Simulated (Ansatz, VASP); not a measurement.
## Two plane-wave programs on Be2C

```
CELL_PARAMETERS angstrom
0.00000 2.15538 2.15538
2.15538 0.00000 2.15538
2.15538 2.15538 0.00000
ATOMIC_POSITIONS crystal
Be 0.25000 0.25000 0.25000
Be 0.75000 0.75000 0.75000
C 0.00000 0.00000 0.00000
```

Alike in both runs: functional PBEsol; k mesh 12 × 12 × 12; occupations fermi-dirac, width 0.1 eV; no spin polarisation.

Ansatz relaxed the structure, and its values are those at the end. VASP's run is a single point on that final structure, the one shown.

|  | VASP | Ansatz |
| --- | --- | --- |
| version | VASP 6.6.1 | Ansatz 0.2.0 |
| potentials or method | VASP PAW PBE potentials, release 64 (Be, C) | PAW with Ansatz's default frozen-core files, scalar-relativistic |
| plane-wave cutoff (eV) | 600 | 420 |
| valence electrons in the cell | 8 | 8 |

|  | VASP | Ansatz | Ansatz less VASP |
| --- | --- | --- | --- |
| pressure (GPa) | 0.6 | 0.0 | -0.57 |

VASP's potentials were made for PBE, not for PBEsol. With one functional, cell and mesh, what is left measures potentials, basis and numerics.
